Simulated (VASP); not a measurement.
## KCl: relaxation of cell and atoms with PBE

The system is KCl.

```
K Cl
1.0
     4.56442    0.00000    0.00000
    -2.28221    3.95290    0.00000
     0.00000    0.00000    7.55947
K Cl
2 2
Direct
  0.66667 0.33333 0.87195
  0.33333 0.66667 0.37195
  0.66667 0.33333 0.50305
  0.33333 0.66667 0.00305
```

```json
{
 "Program": "VASP 6.6.1",
 "Task": "relaxation of cell and atoms",
 "Functional": "PBE",
 "Potentials or basis": "VASP PAW PBE potentials, release 64 (K_sv, Cl)",
 "Cutoff": "600 eV",
 "k mesh": "6 × 6 × 4",
 "Occupations": "gaussian, width 0.02 eV",
 "Spin": "no spin polarisation",
 "Dipole correction": "no",
 "Further INCAR settings": "ALGO = Normal; EDIFF = 1e-06; IBRION = 2; EDIFFG = -0.01; NSW = 80; ISIF = 3"
}
```

The relaxed volume is 39.87 Å³/atom and the relaxed cell is a = 5.398 Å, b = 5.398 Å, c = 6.321 Å, α = 90.00°, β = 90.00°, γ = 120.00°. The space group after relaxing (to 0.1 Å) is P6_3/mmc (No. 194) and the pressure after relaxing is 0.0 GPa. The largest force after relaxing is 0.005 eV/Å and the band gap on the k mesh is 4.70 eV.

Forces in eV/Å, atoms in the order of the input:
```
K    0.000  0.000  0.005
K    0.000  0.000  0.005
Cl   0.000  0.000 -0.005
Cl   0.000  0.000 -0.005
```

Final structure:
```
K Cl
1.0
     5.39772    0.00000    0.00000
    -2.69886    4.67456    0.00000
     0.00000    0.00000    6.32129
K Cl
2 2
Direct
  0.66667 0.33333 0.93716
  0.33333 0.66667 0.43716
  0.66667 0.33333 0.43784
  0.33333 0.66667 0.93784
```

Levels at points of the mesh, in eV from the valence-band top:
```csv
k point,band 14,band 15,band 16,band 17,band 18,band 19
"(0.00, 0.00, 0.00)",-0.25,-0.25,0.00,4.70,7.91,8.18
"(0.50, 0.00, 0.00)",-0.36,-0.20,-0.12,6.43,7.14,7.29
"(0.00, 0.00, 0.50)",-0.34,-0.34,-0.34,5.96,5.96,9.35
"(0.50, 0.00, 0.50)",-0.28,-0.25,-0.25,6.85,6.85,8.43
```

Run time: 19 min on 1 thread of Intel(R) Xeon(R) Platinum 8488C (Sapphire Rapids), with other jobs on the host, peak memory 0.31 GiB.

Caveat: the volume moved by over 15 % at a fixed basis, so the end points are rough. A k mesh can miss the band edges.
